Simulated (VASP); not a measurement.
Set up this calculation in VASP 6.6.1, as the native input.

* Task: relaxation of cell and atoms
* Functional: PBE
* Potentials or basis: VASP PAW PBE potentials, release 64 (Ni)
* Cutoff: 600 eV
* k mesh: 20 × 20 × 11
* Occupations: fermi-dirac, width 0.08 eV
* Spin: collinear spin, ferromagnetic start
* Starting moments: [1.0, 1.0] μB
* Target pressure: 190 GPa
* Dipole correction: no
* Further INCAR settings: ALGO = Normal; EDIFF = 1e-06; IBRION = 2; EDIFFG = -0.005; NSW = 32; ISIF = 3

The structure of Ni lies in POSCAR:

```
Ni
1.0
    2.1880497784      0.0000000000      0.0000000000
   -1.0940248892      1.8949066929      0.0000000000
    0.0000000000      0.0000000000      3.5916387312
Ni
2
Direct
    0.3333333333      0.6666666667      0.2500000000
    0.6666666667      0.3333333333      0.7500000000
```

This isn't the form of Ni at room conditions, which is fcc.

The input as run:

INCAR

```
SYSTEM = Ni
  ALGO = Normal
  EDIFF = 1E-6
  EDIFFG = -0.005
  ENCUT = 600
  GGA = PE
  IBRION = 2
  ISIF = 3
  ISMEAR = -1
  ISPIN = 2
  LASPH = .TRUE.
  LCHARG = .FALSE.
  LMAXMIX = 4
  LORBIT = 11
  LREAL = .FALSE.
  LWAVE = .FALSE.
  MAGMOM = 1 1
  NELM = 150
  NSW = 32
  PREC = Accurate
  PSTRESS = 1900.0
  SIGMA = 0.08
```

KPOINTS

```
k-points
0
G
  20 20 11
  0 0 0
```

Potentials or basis: VASP PAW PBE potentials, release 64 (Ni).

Command:

```console
$ cat potpaw_PBE.64/Ni/POTCAR > POTCAR
$ mpirun -np 1 vasp_std > vasp.out
```

It gave:

| Property | Result |
| --- | --- |
| Relaxed volume | 7.44 Å³/atom |
| Relaxed cell | a = 2.187 Å, b = 2.187 Å, c = 3.590 Å, α = 90.00°, β = 90.00°, γ = 120.00° |
| Space group after relaxing (to 0.1 Å) | P6_3/mmc (No. 194) |
| Energy change on relaxing (the run minimises the enthalpy) | +11.4 meV/atom |
| Ionic steps | 3 |
| Pressure after relaxing | 190.1 GPa |
| Net moment | 1.02 μB per cell |
| Site moments | Ni +0.49 μB |

Caveat: the cell is relaxed towards a set pressure, so the run minimises the enthalpy, not the energy.

Run time: 2.4 min on 1 thread of Intel(R) Xeon(R) 6975P-C (Granite Rapids), on a shared host, peak memory 0.23 GiB.
